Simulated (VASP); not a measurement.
Rb: single point with PBEsol

The system is Rb.

```
CELL_PARAMETERS angstrom
-2.37899 2.37899 8.48867
2.37899 -2.37899 8.48867
2.37899 2.37899 -8.48867
ATOMIC_POSITIONS crystal
Rb 0.50020 0.51135 0.01025
Rb 0.25096 0.75759 0.50090
```

```json
{
  "Program": "VASP 6.6.1",
  "Task": "single point",
  "Functional": "PBEsol",
  "Potentials or basis": "VASP PAW PBE potentials, release 64 (Rb_sv)",
  "Cutoff": "520 eV",
  "k mesh": "4 × 4 × 6",
  "Occupations": "gaussian, width 0.005 eV",
  "Spin": "no spin polarisation",
  "Dipole correction": "no",
  "Further INCAR settings": "ALGO = Fast; EDIFF = 1e-06; NBANDS = 16"
}
```

```json
{
  "Pressure": "-0.1 GPa",
  "Largest force": "0.014 eV/Å",
  "Band gap on the k mesh": "zero (bands 9 and 10 overlap by 2.29 eV)"
}
```

Forces in eV/Å, atoms in the order of the input:
```
Rb  -0.001  0.000  0.014
Rb   0.001  0.000 -0.014
```

Stress tensor (GPa, compression positive):
```
-0.08  0.05 -0.07
 0.05 -0.15 -0.05
-0.07 -0.05 -0.18
```

Levels at points of the mesh, in eV from the Fermi level:
```tsv
k point	band 7	band 8	band 9	band 10	band 11	band 12
(0.00, 0.00, 0.00)	-13.01	-13.01	-1.92	0.11	0.57	2.54
(0.50, 0.00, 0.00)	-13.02	-13.00	-0.13	0.24	0.74	1.17
(0.00, 0.50, 0.00)	-13.01	-13.01	-0.13	0.24	0.73	1.19
(0.50, 0.50, 0.00)	-13.03	-13.03	1.02	1.03	1.61	1.61
(0.00, 0.00, 0.50)	-13.03	-13.03	1.02	1.03	1.60	1.61
(0.50, 0.00, 0.50)	-13.02	-13.00	-0.12	0.24	0.74	1.18
(0.00, 0.50, 0.50)	-13.02	-13.00	-0.13	0.25	0.74	1.18
(0.50, 0.50, 0.50)	-13.01	-13.01	-1.30	-1.27	1.97	2.02
```

Wall time 5 min on 1 thread of Intel(R) Xeon(R) 6975P-C (Granite Rapids), with other jobs on the host, peak memory 0.72 GiB.

Caveat: the PAW data sets were made with another functional, which shifts forces and pressure a little.
